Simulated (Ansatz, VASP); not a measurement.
## Ge in VASP and in Ansatz

File INCAR:

```
SYSTEM = Ge
PREC = Accurate
ENCUT = 520
EDIFF = 1E-6
ISMEAR = -1
SIGMA = 0.1
LREAL = .FALSE.
LASPH = .TRUE.
NELM = 60
ALGO = Normal
ISIF = 2
LWAVE = .FALSE.
LCHARG = .FALSE.
GGA = PS
NBANDS = 13
```

The input KPOINTS:

```
regular mesh
0
G
  15 15 15
  0 0 0
```

Contents of POSCAR:

```
Ge
1.0
    2.1160103661      0.0000000000      0.0000000000
    0.0000000000      2.1160103661      0.0000000000
    0.0000000000      0.0000000000      2.1160103661
Ge
1
Direct
    0.0000000000      0.0000000000      0.0000000000
```

Input for Ansatz:

```yaml
crystal:
  lattice:
    - [2.1160103661, 0.0, 0.0]
    - [0.0, 2.1160103661, 0.0]
    - [0.0, 0.0, 2.1160103661]
  atoms:
    - { symbol: Ge, position: [0.0, 0.0, 0.0] }
kpoints:
  mp_grid: { grid: [15, 15, 15] }
scf:
  occupations: { method: fermi_dirac, width: 0.1 }
hamiltonian:
  xc: pbesol
  pseudopotentials: { kind: all_electron, lapw: { basis_error: 0.001 } }
output:
  forces: true
  stress: true
  eigenvalues: true
  populations: true
```

Change from the starting cell: volume scaled by 0.5, LAPW.

Alike in both runs: task single point; functional PBEsol; k mesh 15 × 15 × 15; occupations fermi-dirac, width 0.1 eV; no spin polarisation.

|  | VASP | Ansatz |
| --- | --- | --- |
| version | VASP 6.6.1 | Ansatz 0.2.0 |
| potentials or method | VASP PAW PBE potentials, release 64 (Ge_d), cutoff 520 eV | all-electron LAPW, scalar-relativistic |

```tsv
	VASP	Ansatz	Ansatz less VASP
pressure (GPa)	266.7	264.7	-1.97
```

VASP's potentials were made for PBE, not for PBEsol. Both programs put the cell under a high pressure, so it lies far from rest at this level. Ansatz ran all-electron here, and VASP with PAW potentials.

Noted on VASP's run: the cell as given lies far from equilibrium.
